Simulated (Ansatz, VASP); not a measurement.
ScBi2: VASP beside Ansatz

```
Sc Bi
1.0
     0.00000    4.52300    4.52300
     4.52300    0.00000    4.52300
     4.52300    4.52300    0.00000
Sc Bi
2 4
Direct
  0.00000 0.00000 0.00000
  0.25000 0.25000 0.25000
  0.62500 0.62500 0.62500
  0.12500 0.62500 0.62500
  0.62500 0.62500 0.12500
  0.62500 0.12500 0.62500
```

Alike in both runs: functional r2SCAN; k mesh 4 × 4 × 4; occupations gaussian, width 0.1 eV; no spin polarisation.

Ansatz relaxed the structure, and its values are those at the end. VASP's run is a single point on that final structure, the one shown.

```csv
,VASP,Ansatz
version,VASP 6.6.1,Ansatz 0.2.0
potentials or method,"VASP PAW PBE potentials, release 64 (Sc_sv, Bi_d), cutoff 520 eV","scalar-relativistic, plane waves, PAW"
valence electrons in the cell,82,82
```

```tsv
	VASP	Ansatz	Ansatz less VASP
gap on the k mesh at the Fermi level (eV)	none	none	-
pressure (GPa)	-0.2	-0.2	0.00
```

VASP's potentials were made for PBE, not for r2SCAN. A gap of «none» marks a metal or a gap that the smearing closes.

Neither program's run includes spin-orbit coupling.
